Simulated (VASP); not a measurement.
Wanted: the native input for a VASP 6.6.1 run.

```
Task                   : single point
Functional             : PBEsol
Potentials or basis    : VASP PAW PBE potentials, release 64 (Si, N)
Cutoff                 : 520 eV
k mesh                 : 1 × 1 × 1
Occupations            : gaussian, width 0.02 eV
Spin                   : collinear spin, zero start
Starting moments       : [0.0, 0.0, 0.0, 0.0, 0.0, 0.0, 0.0, 0.0, 0.0, 0.0, 0.0, 0.0, 0.0, 0.0, 0.0, 0.0, 0.0] μB
Dipole correction      : no
Further INCAR settings : LREAL = Auto; ALGO = Normal; EDIFF = 1e-06; NBANDS = 52
```

The structure of Si16N (a cell with a defect) lies in POSCAR:

```
Si16N
1.0
    0.0000000000      5.4300000000      5.4300000000
    5.4300000000      0.0000000000      5.4300000000
    5.4300000000      5.4300000000      0.0000000000
Si N
16 1
Direct
    0.0885767956     -0.1058294659      0.0523311234
    0.1151023020      0.2200479742      0.0308236648
   -0.1041328729      0.0588553407      0.3507662063
    0.2036615101      0.1338165746      0.7291473297
   -0.0553378453      0.5899238490     -0.0914433702
    0.1122719153      0.5629229282      0.1098872007
    0.0368759669      0.4557356354      0.4778078269
    0.0784023020      0.7094582873      0.5330404236
    0.4641344383      0.0006327808      0.0541009208
    0.5854029466      0.1159644567      0.1740648250
    0.5062800184     -0.1438223757      0.8103704420
    0.7508610497      0.0858938306      0.6930279006
    0.4740346225      0.4732801105      0.0053869245
    0.5994049724      0.6202228361      0.1046764273
    0.4499456722      0.6245854512      0.4494942910
    0.6891931860      0.4228333333      0.6684519337
    0.8179819521      0.9906381215      0.2197119705
```

These files were run (other wordings do the same):

INCAR

```
PREC = Accurate ; ENCUT = 520
EDIFF = 1E-6 ; ISMEAR = 0
SIGMA = 0.02 ; LREAL = Auto
LASPH = T ; NELM = 150
ALGO = Normal ; ISIF = 2
LWAVE = F ; LCHARG = T
ISPIN = 2 ; MAGMOM = 0 0 0 0 0 0 0 0 0 0 0 0 0 0 0 0 0
LORBIT = 11 ; GGA = PS
LELF = T ; LVHAR = T
NBANDS = 52
```

KPOINTS

```
Automatic mesh
0
Gamma
  1 1 1
```

Potentials or basis: VASP PAW PBE potentials, release 64 (Si, N).

Command:

```bash
$ cat potpaw_PBE.64/Si/POTCAR potpaw_PBE.64/N/POTCAR > POTCAR
$ mpirun -np 1 vasp_gam > vasp.out
```

Results of the run:

| Item | Value |
| --- | --- |
| Pressure | 6.9 GPa |
| Largest force | 0.785 eV/Å |
| Band gap on the k mesh | 0.26 eV |
| Net moment | 1.00 μB per cell |
| Site moments | Si +0.03, -0.00, +0.01, +0.02, +0.05, +0.04, +0.09, +0.00; N +0.01 μB |
| Valence electrons inside the program's atomic spheres | Si 1.67, 1.68, 1.66, 1.73, 1.74, 1.69, 1.65, 1.63, 1.70, 1.62; N 3.87 |

Caveat: the k points lie up to 1.00 Å⁻¹ apart; the PAW data sets were made with another functional, which shifts forces and pressure a little.

It took 89 s on 1 thread of AMD EPYC 9R14 (Zen 4), with other jobs on the host, peak memory 0.56 GiB.
